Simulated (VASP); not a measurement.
The system is SnSe2.

```
Sn Se
1.0
     3.81100    0.00000    0.00000
    -1.90550    3.30042    0.00000
     0.00000    0.00000    6.13600
Sn Se
1 2
Direct
  0.00000 0.00000 0.00000
  0.33333 0.66667 0.26170
  0.66667 0.33333 0.73830
```

Base run:

- Program: VASP 6.6.1
- Functional: r2SCAN
- Potentials or basis: VASP PAW PBE potentials, release 64 (Sn_d, Se)
- Cutoff: 520 eV
- k mesh: 13 × 13 × 7
- Occupations: fermi-dirac, width 0.02 eV
- Spin: no spin polarisation

Its results: band gap on the k mesh 0.81 eV, indirect (least direct gap 1.42 eV); pressure 0.7 GPa; largest force 0.319 eV/Å.

Problem. The run is repeated on the same cell with these changes: functional from r2SCAN to PBEsol. What comes out?

Solution. Band gap on the k mesh 0.45 eV, indirect (least direct gap 0.99 eV); pressure -0.3 GPa; largest force 0.142 eV/Å.

r2SCAN gives the wider gap, since meta-GGAs in the generalised Kohn-Sham scheme recover part of the derivative discontinuity.

Caveats: the PAW data sets were made with another functional, which shifts forces and pressure a little; spin-orbit coupling is left out, which moves the levels of the heavy elements; this functional lacks dispersion, which binds the layers, so the pressure and a relaxed spacing across them are unreliable (some runs).

A k mesh can miss the band edges.
